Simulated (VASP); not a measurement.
# HfN (Fm-3m) in VASP: a series of runs, part 2 of 3

VASP 6.6.1.

### 3 Single point, PBE

Contents of INCAR:

```
  PREC = Accurate
  ENCUT = 600
  EDIFF = 1E-6
  ISMEAR = -1
  SIGMA = 0.1
  LREAL = F
  LASPH = T
  NELM = 120
  ALGO = Normal
  ISIF = 2
  LWAVE = F
  LCHARG = F
  GGA = PE
  NBANDS = 14
  GGA_COMPAT = F
```

Contents of KPOINTS:

```
Automatic mesh
0
Gamma
  5 5 5
```

Contents of POSCAR:

```
HfN
1.0
    3.1904660000      0.0000000000      0.0000000000
    1.5952330000      2.7630246059      0.0000000000
    1.5952330000      0.9210082020      2.6050045806
Hf N
1 1
Direct
    0.0000000000      0.0000000000      0.0000000000
    0.5000000000      0.5000000000      0.5000000000
```

Potentials or basis: VASP PAW PBE potentials, release 64 (Hf_pv, N).

Run with:

```
$ cat potpaw_PBE.64/Hf_pv/POTCAR potpaw_PBE.64/N/POTCAR > POTCAR
$ mpirun -np 1 vasp_std > vasp.out
```

OUTCAR:

```text
PREC = Accurate
   ENCUT = 600
   EDIFF = 1E-6
   ISMEAR = -1
   LREAL = F
   LASPH = T
   NELM = 120
   ISIF = 2
   GGA = PE

 ion  position               nearest neighbor table
   1  0.000  0.000  0.000-   2 2.26   2 2.26   2 2.26   2 2.26   2 2.26   2 2.26
   2  0.500  0.500  0.500-   1 2.26   1 2.26   1 2.26   1 2.26   1 2.26   1 2.26

  LATTYP: Found a face centered cubic cell.
 ALAT       =     4.5120002875

  Lattice vectors:

 A1 = (   3.1904660000,   0.0000000000,   0.0000000000)
 A2 = (   1.5952330000,   2.7630246059,   0.0000000000)
 A3 = (   1.5952330000,   0.9210082020,   2.6050045806)

Analysis of symmetry for initial positions (statically):
=====================================================================
 Subroutine PRICEL returns:
 Original cell was already a primitive cell.

 Routine SETGRP: Setting up the symmetry group for a
 face centered cubic supercell.

 Subroutine GETGRP returns: Found 48 space group operations
 (whereof 48 operations were pure point group operations)
 out of a pool of 48 trial point group operations.

The static configuration has the point symmetry O_h .

Analysis of symmetry for dynamics (positions and initial velocities):
=====================================================================
 Subroutine PRICEL returns:
 Original cell was already a primitive cell.

 Routine SETGRP: Setting up the symmetry group for a
 face centered cubic supercell.

 Subroutine GETGRP returns: Found 48 space group operations
 (whereof 48 operations were pure point group operations)
 out of a pool of 48 trial point group operations.

The dynamic configuration has the point symmetry O_h .

 Subroutine INISYM returns: Found 48 space group operations
 (whereof 48 operations are pure point group operations),
 and found     1 'primitive' translations

----------------------------------------------------------------------------------------

                                     Primitive cell

  volume of cell :      22.9640

  direct lattice vectors                    reciprocal lattice vectors
     3.190466000  0.000000000  0.000000000     0.313433837 -0.180961110 -0.127958828
     1.595233000  2.763024606  0.000000000     0.000000000  0.361922220 -0.127958828
     1.595233000  0.921008202  2.605004581     0.000000000  0.000000000  0.383876484

  length of vectors
     3.190466000  3.190466000  3.190466000     0.383876484  0.383876484  0.383876484

  position of ions in fractional coordinates (direct lattice)
     0.000000000  0.000000000  0.000000000
     0.500000000  0.500000000  0.500000000

  ion indices of the primitive-cell ions
   primitive index   ion index
                 1           1
                 2           2

----------------------------------------------------------------------------------------

 KPOINTS: Automatic mesh

Automatic generation of k-mesh.
 Grid dimensions read from file:
 generate k-points for:    5    5    5

 Generating k-lattice:

  Cartesian coordinates                     Fractional coordinates (reciprocal lattice)
     0.062686767 -0.036192222 -0.025591766     0.200000000  0.000000000  0.000000000
     0.000000000  0.072384444 -0.025591766     0.000000000  0.200000000 -0.000000000
[... 24 lines left out ...]
 -0.400000  0.400000  0.200000     24.000000
   k-points           NKPTS =     10   k-points in BZ     NKDIM =     10   number of bands    NBANDS=     14
   number of dos      NEDOS =    301   number of ions     NIONS =      2
   total plane-waves  NPLWV =  21952
   dimension x,y,z NGX =    28 NGY =   28 NGZ =   28
   dimension x,y,z NGXF=    56 NGYF=   56 NGZF=   56
   ions per type =               1   1
   NGX,Y,Z   is equivalent  to a cutoff of  14.59, 14.59, 14.59 a.u.
   NGXF,Y,Z  is equivalent  to a cutoff of  29.18, 29.18, 29.18 a.u.
 SYSTEM =  unknown system
   PREC   = accura    normal or accurate (medium, high low for compatibility)
   ISTART =      0    job   : 0-new  1-cont  2-samecut
   ICHARG =      2    charge: 1-file 2-atom 10-const
   ISPIN  =      1    spin polarized calculation?
   LNONCOLLINEAR =      F non collinear calculations
   LSORBIT =      F    spin-orbit coupling
   LASPH  =      T    aspherical Exc in radial PAW
   ENCUT  =  600.0 eV  44.10 Ry    6.64 a.u.   6.37  6.37  6.37*2*pi/ulx,y,z
   NELM   =    120;   NELMIN=  2; NELMDL= -5     # of ELM steps
   EDIFF  = 0.1E-05   stopping-criterion for ELM
   LREAL  =      F    real-space projection
   EDIFFG = 0.1E-04   stopping-criterion for IOM
   NSW    =      0    number of steps for IOM
   IBRION =     -1    ionic relax: 0-MD 1-quasi-New 2-CG
   NFREE  =      0    steps in history (QN), initial steepest desc. (CG)
   ISIF   =      2    stress and relaxation
   ISYM   =      2    0-nonsym 1-usesym 2-fastsym
   POTIM  = 0.5000    time-step for ionic-motion
   TEBEG  =    0.0;   TEEND  =   0.0 temperature during run
   PSTRESS=    0.0 pullay stress
   NELECT =      15.0000    total number of electrons
   NUPDOWN=      -1.0000    fix difference up-down
   EMIN   =  10.00;   EMAX   =-10.00  energy-range for DOS
   EFERMI =   0.00;   METHOD = LEGACY
   ISMEAR =    -1;   SIGMA  =   0.10  broadening in eV -4-tet -1-fermi 0-gaus
   EFERMI_NEDOS =   21; number of points for ismear=-14 and -15
   IALGO  =     38    algorithm
   IMIX   =      4    mixing-type and parameters
     AMIX     =   0.40;   BMIX     =  1.00
     AMIX_MAG =   1.60;   BMIX_MAG =  1.00
  volume/ion in A,a.u.               =      11.48        77.48
  Fermi-wavevector in a.u.,A,eV,Ry     =   1.420440  2.684242 27.451780  2.017649
  Thomas-Fermi vector in A             =   2.541355
   LORBIT       =      0    0 simple, 1 ext, 2 COOP (PROOUT), +10 PAW based schemes
   GGA     = PE    functional components
   LHFCALC =     F    Hartree Fock is set to
   AEXX    =    0.0000 exact exchange contribution
   IVDW    =     0    specifies the selected vdW correction
   LEPSILON=     F    determine dielectric tensor
   LRPA    =     F    only Hartree local field effects (RPA)
 non-spin polarized calculation
  energy-cutoff  :      600.00
  volume of cell :       22.96
 maximum number of plane-waves:       785
 NGX is ok and might be reduce to    28
   NGX = 13   NGY = 13   NGZ = 13

 number of electron      15.0000002 magnetization

 Free energy of the ion-electron system (eV)
  ---------------------------------------------------
  ext. energy  EPLUGINS =         0.00000000
  ---------------------------------------------------
  free energy    TOTEN  =       -21.79161111 eV

  energy without entropy =      -21.75997843  energy(sigma->0) =      -21.77579477

 E-fermi :   8.4839     XC(G=0): -12.7551

 val. band max:        8.0714264581   @ k =   0.0000   0.0000   0.0000
 cond. band min:       8.5079773110   @ k =  -0.4000   0.4000   0.2000
 fundamental gap:      0.4365508529
 Fermi energy:         8.4839217373

 k-point     1 :       0.0000    0.0000    0.0000
  band No.  band energies     occupation
      1     -22.7206      2.00000
      2     -22.7206      2.00000
      3     -22.7206      2.00000
      4      -9.1184      2.00000
      5       5.3822      2.00000
      6       5.3822      2.00000
      7       5.3822      2.00000
      8       8.0714      1.96819
      9       8.0714      1.96819
     10       8.0714      1.96819
     11      10.2523      0.00000
     12      10.3969      0.00000
     13      10.3969      0.00000
     14      17.9930      0.00000
[... 139 lines left out ...]
      1     -23.4011      2.00000
      2     -23.1707      2.00000
      3     -22.9800      2.00000
      4      -7.3211      2.00000
      5       1.7098      2.00000
      6       2.9230      2.00000
      7       3.0613      2.00000
      8       8.5080      0.88030
      9      11.0267      0.00000
     10      13.4540      0.00000
     11      13.5556      0.00000
     12      15.6980      0.00000
     13      18.3034      0.00000
     14      19.5117      0.00000

------------------------ aborting loop because EDIFF is reached ----------------------------------------

  FORCE on cell =-STRESS in cart. coord.  units (eV):
  Direction    XX          YY          ZZ          XY          YZ          ZX
  --------------------------------------------------------------------------------------
  -------------------------------------------------------------------------------------
  Total        0.5722370      0.5722370      0.5722370     -0.0000000      0.0000000     -0.0000000
  in kB       39.9244690     39.9244690     39.9244690     -0.0000000      0.0000000     -0.0000000
  external PRESSURE =      39.9244690 kB  Pullay stress =       0.0000000 kB

 VOLUME and BASIS-vectors are now :
 -----------------------------------------------------------------------------
  energy-cutoff  :      600.00
  volume of cell :       22.96
      direct lattice vectors                 reciprocal lattice vectors
     3.190466000  0.000000000  0.000000000     0.313433837 -0.180961110 -0.127958828
     1.595233000  2.763024606  0.000000000     0.000000000  0.361922220 -0.127958828
     1.595233000  0.921008202  2.605004581     0.000000000  0.000000000  0.383876484

 POSITION                                       TOTAL-FORCE (eV/Angst)
 -----------------------------------------------------------------------------------
      0.00000      0.00000      0.00000         0.000000      0.000000      0.000000
      3.19047      1.84202      1.30250        -0.000000     -0.000000      0.000000
 -----------------------------------------------------------------------------------
    total drift:                                0.000000      0.000000      0.000000

  FREE ENERGIE OF THE ION-ELECTRON SYSTEM (eV)
  ---------------------------------------------------
  free  energy   TOTEN  =       -21.7916111106 eV

  energy  without entropy=      -21.7599784308  energy(sigma->0) =      -21.77579477
```

stdout:

```text
POSCAR found type information on POSCAR HfN
 POSCAR found :  2 types and       2 ions
 scaLAPACK will be used
 LDA part: xc-table for (Slater+PW92), standard interpolation
 POSCAR, INCAR and KPOINTS ok, starting setup
 FFT: planning ... GRIDC
 FFT: planning ... GRID_SOFT
 FFT: planning ... GRID
 WAVECAR not read
 entering main loop
```

Wall time 7 s (1 thread of Intel Xeon Platinum 8488C (Sapphire Rapids), shared host); peak memory 0.16 GiB.

Results:

| Item | Value |
| --- | --- |
| Free energy | -21.7916 eV |
| Pressure | 4.0 GPa |

Caveat: the k points lie up to 0.48 Å⁻¹ apart; spin-orbit coupling is left out, which moves the levels of the heavy elements.

### 4 Single point, PBE

Contents of INCAR:

```
ALGO = Normal
EDIFF = 1E-6
ENCUT = 600
GGA = PE
GGA_COMPAT = False
ISIF = 2
ISMEAR = -1
LASPH = True
LCHARG = False
LREAL = False
LWAVE = False
NBANDS = 14
NELM = 120
PREC = Accurate
SIGMA = 0.1
```

Contents of KPOINTS:

```
k-points
0
Gamma
  7 7 7
```

POSCAR is that of step 3.

Run with:

```
$ cat potpaw_PBE.64/Hf_pv/POTCAR potpaw_PBE.64/N/POTCAR > POTCAR
$ mpirun -np 1 vasp_std > vasp.out
```

Run time: 11 s. Hardware: 1 thread of Intel Xeon Platinum 8488C (Sapphire Rapids), shared host; peak memory 0.16 GiB.

The run converged. Its results:

```yaml
Free_energy: -21.7484 eV
Pressure: 4.4 GPa
```

Levels at points of the mesh, in eV from the Fermi level:
```csv
k point,band 6,band 7,band 8,band 9,band 10,band 11
"(0.00, 0.00, 0.00)",-3.22,-3.22,-0.53,-0.53,-0.53,1.65
```

Caveat: spin-orbit coupling is left out, which moves the levels of the heavy elements.

[end of part 2 of 3]
